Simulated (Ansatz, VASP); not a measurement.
# Pt: VASP beside Ansatz

```
Pt
1.0
     2.95105    0.00000    0.00000
    -1.47553    2.55569    0.00000
     0.00000    0.00000    9.92843
Pt
4
Cartesian
  1.4755 2.5557 0.0000
  1.4755 2.5557 4.9642
  0.0000 1.7038 2.4821
  1.4755 0.8519 7.4463
```

Alike in both runs: task single point; functional BLYP; k mesh 14 × 14 × 4; occupations fermi-dirac, width 0.1 eV; no spin polarisation.

```csv
,VASP,Ansatz
version,VASP 6.6.1,Ansatz 0.2.0
potentials or method,"VASP PAW PBE potentials, release 64 (Pt), cutoff 520 eV","plane waves (420 eV) with PAW, scalar-relativistic"
valence electrons in the cell,40,72
```

Ansatz gave:

- pressure (GPa): -16.1
- traceless stress, the component that is largest in VASP (GPa): 0.67

Task: Estimate VASP's values.

Result: Pressure (GPa): -15.6; traceless stress, the component that is largest in VASP (GPa): 0.56.

VASP's potentials were made for PBE, not for BLYP. VASP's potentials hold 40 valence electrons a cell and Ansatz's 72, so a difference there can come from the potentials and not from the codes.

Spin-orbit coupling is off throughout.
